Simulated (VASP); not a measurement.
Runs of VASP 6.6.1 on RbCu2. The structure is that of space group Fm-3m (No. 225), or close to it. The cells are those of the table. 

```csv
task,cell,k mesh,cutoff (eV),gap on the mesh (eV),pressure (GPa)
single point,"a = 5.367 Å, angles 60.0°, 3 atoms",6 × 6 × 6,520,none,(a)
single point,"a = 5.409 Å, angles 60.0°, 3 atoms",10 × 10 × 10,520,none,0.0
relaxation of cell and atoms,"relaxed from a = 4.518 Å, angles 60.0°, 3 atoms",6 × 6 × 6,600,none,0.0
single point,"a = 4.518 Å, angles 60.0°, 3 atoms",6 × 6 × 6,520,none,14.4
```

Alike in all rows: level PBE; potentials or basis VASP PAW PBE potentials, release 64 (Rb_sv, Cu); no spin polarisation; smearing gaussian 0.1 eV.

Q: Estimate the missing entries.

A: (a) 0.3.

A k mesh can miss the band edges, and the runs leave out spin-orbit coupling on Rb.

A gap of «none» marks levels without a gap at the run's occupations.
